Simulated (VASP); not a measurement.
# BeTe (F-43m) in VASP: further runs

The runs below take BeTe through single point, with PBE, LDA, PBEsol, BLYP.

All numbers are computed with VASP 6.6.1; they aren't measurements. Logs are shortened: lines on timing, memory, paths and dates and some standing lists are left out, and cuts for length are marked.

### Step 1. The cell of the first run

It takes space group F-43m (No. 216, cubic). The conventional cell has a = 5.663 Å, b = 5.663 Å, c = 5.663 Å, α = 90.00°, β = 90.00°, γ = 90.00°. Be (site symmetry -43m) has 4 Te at 2.45 Å within 3.2 Å. Within 3.2 Å of Te (site symmetry -43m) lie 4 Be at 2.45 Å.

### Step 2. Single point, PBE

INCAR

```
SYSTEM = BeTe
ALGO = Normal
EDIFF = 1E-6
ENCUT = 600
GGA = PE
GGA_COMPAT = .FALSE.
ISIF = 2
ISMEAR = 1
LASPH = .TRUE.
LCHARG = .FALSE.
LREAL = .FALSE.
LWAVE = .FALSE.
NBANDS = 11
NELM = 120
PREC = Accurate
SIGMA = 0.049
```

KPOINTS

```
k-points
0
G
  4 4 4
  0 0 0
```

POSCAR

```
BeTe
1.0
    0.0000000000      2.8314587876      2.8314587876
    2.8314587876      0.0000000000      2.8314587876
    2.8314587876      2.8314587876      0.0000000000
Be Te
1 1
Direct
    0.0000000000      0.0000000000      0.0000000000
    0.7500000000      0.7500000000      0.7500000000
```

Potentials or basis: VASP PAW PBE potentials, release 64 (Be, Te).

Run with:

```console
> cat potpaw_PBE.64/Be/POTCAR potpaw_PBE.64/Te/POTCAR > POTCAR
> mpirun -np 1 vasp_std > vasp.out
```

OUTCAR:

```text
SYSTEM = BeTe
   EDIFF = 1E-6
   ENCUT = 600
   GGA = PE
   ISIF = 2
   ISMEAR = 1
   LASPH = .TRUE.
   LREAL = .FALSE.
   NELM = 120
   PREC = Accurate

 ion  position               nearest neighbor table
   1  0.000  0.000  0.000-   2 2.45   2 2.45   2 2.45   2 2.45
   2  0.750  0.750  0.750-   1 2.45   1 2.45   1 2.45   1 2.45

  LATTYP: Found a face centered cubic cell.
 ALAT       =     5.6629175752

  Lattice vectors:

 A1 = (   0.0000000000,   2.8314587876,   2.8314587876)
 A2 = (   2.8314587876,   0.0000000000,   2.8314587876)
 A3 = (   2.8314587876,   2.8314587876,   0.0000000000)

Analysis of symmetry for initial positions (statically):
=====================================================================
 Subroutine PRICEL returns:
 Original cell was already a primitive cell.

 Routine SETGRP: Setting up the symmetry group for a
 face centered cubic supercell.

 Subroutine GETGRP returns: Found 24 space group operations
 (whereof 24 operations were pure point group operations)
 out of a pool of 48 trial point group operations.

The static configuration has the point symmetry T_d .

Analysis of symmetry for dynamics (positions and initial velocities):
=====================================================================
 Subroutine PRICEL returns:
 Original cell was already a primitive cell.

 Routine SETGRP: Setting up the symmetry group for a
 face centered cubic supercell.

 Subroutine GETGRP returns: Found 24 space group operations
 (whereof 24 operations were pure point group operations)
 out of a pool of 48 trial point group operations.

The dynamic configuration has the point symmetry T_d .

 Subroutine INISYM returns: Found 24 space group operations
 (whereof 24 operations are pure point group operations),
 and found     1 'primitive' translations

----------------------------------------------------------------------------------------

                                     Primitive cell

  volume of cell :      45.4005

  direct lattice vectors                    reciprocal lattice vectors
     0.000000000  2.831458788  2.831458788    -0.176587419  0.176587419  0.176587419
     2.831458788  0.000000000  2.831458788     0.176587419 -0.176587419  0.176587419
     2.831458788  2.831458788  0.000000000     0.176587419  0.176587419 -0.176587419

  length of vectors
     4.004287419  4.004287419  4.004287419     0.305858382  0.305858382  0.305858382

  position of ions in fractional coordinates (direct lattice)
     0.000000000  0.000000000  0.000000000
     0.750000000  0.750000000  0.750000000

  ion indices of the primitive-cell ions
   primitive index   ion index
                 1           1
                 2           2

----------------------------------------------------------------------------------------

 KPOINTS: k-points

Automatic generation of k-mesh.
 Grid dimensions read from file:
 generate k-points for:    4    4    4

 Generating k-lattice:

  Cartesian coordinates                     Fractional coordinates (reciprocal lattice)
    -0.044146855  0.044146855  0.044146855     0.250000000  0.000000000  0.000000000
     0.044146855 -0.044146855  0.044146855     0.000000000  0.250000000  0.000000000
     0.044146855  0.044146855 -0.044146855     0.000000000  0.000000000  0.250000000

  Length of vectors
     0.076464596  0.076464596  0.076464596

  Shift w.r.t. Gamma in fractional coordinates (k-lattice)
     0.000000000  0.000000000  0.000000000

 Subroutine IBZKPT returns following result:
 ===========================================

 Found      8 irreducible k-points:

 Following reciprocal coordinates:
            Coordinates               Weight
  0.000000  0.000000  0.000000      1.000000
  0.250000  0.000000  0.000000      8.000000
  0.500000  0.000000  0.000000      4.000000
  0.250000  0.250000  0.000000      6.000000
  0.500000  0.250000  0.000000     24.000000
 -0.250000  0.250000  0.000000     12.000000
  0.500000  0.500000  0.000000      3.000000
 -0.250000  0.500000  0.250000      6.000000
   k-points           NKPTS =      8   k-points in BZ     NKDIM =      8   number of bands    NBANDS=     11
   number of dos      NEDOS =    301   number of ions     NIONS =      2
   total plane-waves  NPLWV =  32768
   dimension x,y,z NGX =    32 NGY =   32 NGZ =   32
   dimension x,y,z NGXF=    64 NGYF=   64 NGZF=   64
   ions per type =               1   1
   NGX,Y,Z   is equivalent  to a cutoff of  13.29, 13.29, 13.29 a.u.
   NGXF,Y,Z  is equivalent  to a cutoff of  26.57, 26.57, 26.57 a.u.
 SYSTEM =  BeTe
   PREC   = accura    normal or accurate (medium, high low for compatibility)
   ISTART =      0    job   : 0-new  1-cont  2-samecut
   ICHARG =      2    charge: 1-file 2-atom 10-const
   ISPIN  =      1    spin polarized calculation?
   LNONCOLLINEAR =      F non collinear calculations
   LSORBIT =      F    spin-orbit coupling
   LASPH  =      T    aspherical Exc in radial PAW
   ENCUT  =  600.0 eV  44.10 Ry    6.64 a.u.   8.00  8.00  8.00*2*pi/ulx,y,z
   NELM   =    120;   NELMIN=  2; NELMDL= -5     # of ELM steps
   EDIFF  = 0.1E-05   stopping-criterion for ELM
   LREAL  =      F    real-space projection
   EDIFFG = 0.1E-04   stopping-criterion for IOM
   NSW    =      0    number of steps for IOM
   IBRION =     -1    ionic relax: 0-MD 1-quasi-New 2-CG
   NFREE  =      0    steps in history (QN), initial steepest desc. (CG)
   ISIF   =      2    stress and relaxation
   ISYM   =      2    0-nonsym 1-usesym 2-fastsym
   POTIM  = 0.5000    time-step for ionic-motion
   TEBEG  =    0.0;   TEEND  =   0.0 temperature during run
   PSTRESS=    0.0 pullay stress
   NELECT =       8.0000    total number of electrons
   NUPDOWN=      -1.0000    fix difference up-down
   EMIN   =  10.00;   EMAX   =-10.00  energy-range for DOS
   EFERMI =   0.00;   METHOD = LEGACY
   ISMEAR =     1;   SIGMA  =   0.05  broadening in eV -4-tet -1-fermi 0-gaus
   EFERMI_NEDOS =   21; number of points for ismear=-14 and -15
   IALGO  =     38    algorithm
   IMIX   =      4    mixing-type and parameters
     AMIX     =   0.40;   BMIX     =  1.00
     AMIX_MAG =   1.60;   BMIX_MAG =  1.00
  volume/ion in A,a.u.               =      22.70       153.19
  Fermi-wavevector in a.u.,A,eV,Ry     =   0.917807  1.734403 11.461129  0.842369
  Thomas-Fermi vector in A             =   2.042817
   LORBIT       =      0    0 simple, 1 ext, 2 COOP (PROOUT), +10 PAW based schemes
   GGA     = PE    functional components
   LHFCALC =     F    Hartree Fock is set to
   AEXX    =    0.0000 exact exchange contribution
   IVDW    =     0    specifies the selected vdW correction
   LEPSILON=     F    determine dielectric tensor
   LRPA    =     F    only Hartree local field effects (RPA)
 non-spin polarized calculation
 Methfessel and Paxton  Order N= 1 SIGMA  =   0.05
  energy-cutoff  :      600.00
  volume of cell :       45.40
 maximum number of plane-waves:      1540
   NGX = 15   NGY = 15   NGZ = 15

 number of electron       8.0000000 magnetization

 Free energy of the ion-electron system (eV)
  ---------------------------------------------------
  ext. energy  EPLUGINS =         0.00000000
  ---------------------------------------------------
  free energy    TOTEN  =        -7.54769246 eV

  energy without entropy =       -7.54782563  energy(sigma->0) =       -7.54773685

 E-fermi :   4.9772     XC(G=0):  -8.9773

 val. band max:        4.9359482380   @ k =   0.0000   0.0000   0.0000
 cond. band min:       6.9398462727   @ k =   0.5000   0.5000   0.0000
 fundamental gap:      2.0038980346
 Fermi energy:         4.9772004418

 k-point     1 :       0.0000    0.0000    0.0000
  band No.  band energies     occupation
      1      -7.2521      2.00000
      2       4.9359      2.00000
      3       4.9359      2.00000
      4       4.9359      2.00000
      5       8.5465      0.00000
      6       8.5465      0.00000
      7       8.5465      0.00000
      8       8.6365      0.00000
      9      13.2227      0.00000
     10      15.1358      0.00000
     11      15.1358      0.00000

 k-point     2 :       0.2500    0.0000    0.0000
  band No.  band energies     occupation
      1      -6.7102      2.00000
      2       1.6683      2.00000
      3       4.2779      2.00000
      4       4.2779      2.00000
      5       8.2053      0.00000
      6       9.4067      0.00000
      7       9.4067      0.00000
      8      11.8776      0.00000
      9      13.9522      0.00000
     10      13.9522      0.00000
     11      13.9640      0.00000

 k-point     3 :       0.5000    0.0000    0.0000
  band No.  band energies     occupation
      1      -5.9452      2.00000
      2      -0.5077      2.00000
      3       3.8280      2.00000
      4       3.8280      2.00000
      5       7.9611      0.00000
      6       9.5209      0.00000
      7       9.5209      0.00000
      8      12.7527      0.00000
      9      15.7969      0.00000
     10      16.3683      0.00000
     11      16.3683      0.00000

 k-point     4 :       0.2500    0.2500    0.0000
  band No.  band energies     occupation
      1      -6.5255      2.00000
      2       2.0684      2.00000
      3       3.2940      2.00000
      4       3.2940      2.00000
      5       7.5529      0.00000
      6       9.3136      0.00000
      7      11.3251      0.00000
      8      11.3251      0.00000
      9      13.4843      0.00000
     10      15.6537      0.00000
     11      16.1012      0.00000

 k-point     5 :       0.5000    0.2500    0.0000
  band No.  band energies     occupation
      1      -5.7390      2.00000
      2       0.1676      2.00000
      3       2.0049      2.00000
      4       2.9611      2.00000
      5       7.9074      0.00000
      6      10.4384      0.00000
      7      11.3908      0.00000
      8      11.7346      0.00000
      9      15.2278      0.00000
     10      16.6376      0.00000
     11      17.1964      0.00000

 k-point     6 :      -0.2500    0.2500    0.0000
  band No.  band energies     occupation
      1      -6.0133      2.00000
      2       0.6469      2.00000
      3       1.8315      2.00000
      4       3.7564      2.00000
      5       8.6733      0.00000
      6      10.4306      0.00000
      7      11.0528      0.00000
      8      11.5029      0.00000
      9      13.3299      0.00000
     10      14.7377      0.00000
     11      17.2157      0.00000

 k-point     7 :       0.5000    0.5000    0.0000
  band No.  band energies     occupation
      1      -5.4677      2.00000
      2      -0.0993      2.00000
      3       2.3470      2.00000
      4       2.3470      2.00000
      5       6.9398      0.00000
      6       7.6144      0.00000
      7      14.5288      0.00000
      8      14.5288      0.00000
      9      16.3770      0.00000
     10      17.7727      0.00000
     11      18.2786      0.00000

 k-point     8 :      -0.2500    0.5000    0.2500
  band No.  band energies     occupation
      1      -5.4359      2.00000
      2       0.4144      2.00000
      3       1.3237      2.00000
      4       1.8013      2.00000
      5      10.2083      0.00000
      6      10.4457      0.00000
      7      10.4854      0.00000
      8      11.0392      0.00000
      9      15.7312      0.00000
     10      16.5241      0.00000
     11      17.6772      0.00000

------------------------ aborting loop because EDIFF is reached ----------------------------------------

  FORCE on cell =-STRESS in cart. coord.  units (eV):
  Direction    XX          YY          ZZ          XY          YZ          ZX
  --------------------------------------------------------------------------------------
  -------------------------------------------------------------------------------------
  Total        0.1686425      0.1686425      0.1686425      0.0000000     -0.0000000      0.0000000
  in kB        5.9513698      5.9513698      5.9513698      0.0000000     -0.0000000      0.0000000
  external PRESSURE =       5.9513698 kB  Pullay stress =       0.0000000 kB

 VOLUME and BASIS-vectors are now :
 -----------------------------------------------------------------------------
  energy-cutoff  :      600.00
  volume of cell :       45.40
      direct lattice vectors                 reciprocal lattice vectors
     0.000000000  2.831458788  2.831458788    -0.176587419  0.176587419  0.176587419
     2.831458788  0.000000000  2.831458788     0.176587419 -0.176587419  0.176587419
     2.831458788  2.831458788  0.000000000     0.176587419  0.176587419 -0.176587419

 POSITION                                       TOTAL-FORCE (eV/Angst)
 -----------------------------------------------------------------------------------
      0.00000      0.00000      0.00000         0.000000      0.000000     -0.000000
      4.24719      4.24719      4.24719        -0.000000     -0.000000      0.000000
 -----------------------------------------------------------------------------------
    total drift:                               -0.000000     -0.000000     -0.000000

  FREE ENERGIE OF THE ION-ELECTRON SYSTEM (eV)
  ---------------------------------------------------
  free  energy   TOTEN  =        -7.5476924591 eV

  energy  without entropy=       -7.5478256297  energy(sigma->0) =       -7.54773685
```

Wall time 4.9 s (1 thread of Intel Xeon Platinum 8375C at 2.90GHz (Ice Lake), shared host); peak memory 0.17 GiB.

Results:

- Free energy: -7.5477 eV
- Pressure: 0.6 GPa
- Band gap on the k mesh: 2.00 eV, indirect (least direct gap 3.61 eV)

Caveat: the k points lie up to 0.48 Å⁻¹ apart; spin-orbit coupling is left out, which moves the levels of the heavy elements.

### Step 3. Single point, LDA

INCAR

```
ALGO     = Normal         # electronic algorithm
EDIFF    = 1E-6           # SCF threshold, eV
ENCUT    = 600            # plane-wave cutoff, eV
GGA_COMPAT= False        
ISIF     = 2              # what is computed and relaxed
ISMEAR   = 0              # smearing method
LASPH    = True           # aspherical terms in the spheres
LCHARG   = False          # write CHGCAR
LREAL    = False          # projectors in reciprocal space
LWAVE    = False          # write WAVECAR
NBANDS   = 11             # bands
NELM     = 120            # most SCF steps
PREC     = Accurate       # precision mode
SIGMA    = 0.01           # smearing width, eV
```

KPOINTS

```
k-points
0
Gamma
  4 4 4
```

POSCAR is that of step 2.

Potentials or basis: VASP PAW LDA potentials, release 64 (Be, Te).

Run with:

```console
> cat potpaw_LDA.64/Be/POTCAR potpaw_LDA.64/Te/POTCAR > POTCAR
> mpirun -np 1 vasp_std > vasp.out
```

It took 3.1 s on 1 thread of Intel Xeon Platinum 8375C at 2.90GHz (Ice Lake), shared host; peak memory 0.15 GiB.

The run converged. Its results:

```
Free energy            : -8.6251 eV
Pressure               : -2.7 GPa
Band gap on the k mesh : 1.89 eV, indirect (least direct gap 3.58 eV)
```

Levels at points of the mesh, in eV from the valence-band top:
| k point | band 1 | band 2 | band 3 | band 4 | band 5 | band 6 | band 7 | band 8 |
| --- | --- | --- | --- | --- | --- | --- | --- | --- |
| (0.00, 0.00, 0.00) | -12.21 | 0.00 | 0.00 | 0.00 | 3.58 | 3.58 | 3.58 | 3.60 |
| (0.50, 0.00, 0.00) | -10.92 | -5.44 | -1.11 | -1.11 | 2.99 | 4.54 | 4.54 | 7.63 |
| (0.50, 0.50, 0.00) | -10.45 | -5.00 | -2.59 | -2.59 | 1.89 | 2.65 | 9.48 | 9.48 |

Caveat: the k points lie up to 0.48 Å⁻¹ apart; spin-orbit coupling is left out, which moves the levels of the heavy elements. Expect the measured gap to be larger: semilocal functionals such as LDA lack the derivative discontinuity.

### Step 4. Single point, PBE

INCAR

```
PREC = Accurate
ENCUT = 600
EDIFF = 1E-6
ISMEAR = 0
SIGMA = 0.01
LREAL = False
LASPH = True
NELM = 120
ALGO = Normal
ISIF = 2
LWAVE = False
LCHARG = False
GGA = PE
NBANDS = 11
GGA_COMPAT = False
```

KPOINTS

```
regular mesh
0
Gamma
  4 4 4
```

POSCAR

```
BeTe
1.0
    0.0000000000      2.8314587876      2.8314587876
    2.8314587876      0.0000000000      2.8314587876
    2.8314587876      2.8314587876      0.0000000000
Be Te
1 1
Direct
    0.3990000000      0.6720000000      0.7350000000
    1.1490000000      1.4220000000      1.4850000000
```

Potentials or basis: VASP PAW PBE potentials, release 64 (Be, Te).

Run with:

```console
> cat potpaw_PBE.64/Be/POTCAR potpaw_PBE.64/Te/POTCAR > POTCAR
> mpirun -np 1 vasp_std > vasp.out
```

It took 5.8 s on 1 thread of Intel Xeon Platinum 8488C (Sapphire Rapids), shared host; peak memory 0.17 GiB.

Results (log left out):

| Property | Result |
| --- | --- |
| Free energy | -7.5478 eV |
| Pressure | 0.6 GPa |
| Band gap on the k mesh | 2.00 eV, indirect (least direct gap 3.61 eV) |

Levels at points of the mesh, in eV from the valence-band top:
```tsv
k point	band 1	band 2	band 3	band 4	band 5	band 6	band 7	band 8	band 9
(0.00, 0.00, 0.00)	-12.19	0.00	0.00	0.00	3.61	3.61	3.61	3.70	8.29
(0.50, 0.00, 0.00)	-10.88	-5.44	-1.11	-1.11	3.03	4.58	4.58	7.82	10.86
(0.50, 0.50, 0.00)	-10.40	-5.04	-2.59	-2.59	2.00	2.68	9.59	9.59	11.44
```

Caveat: the k points lie up to 0.48 Å⁻¹ apart; spin-orbit coupling is left out, which moves the levels of the heavy elements. Expect the measured gap to be larger: semilocal functionals such as PBE lack the derivative discontinuity.

(Continued in part 2 of 2.)
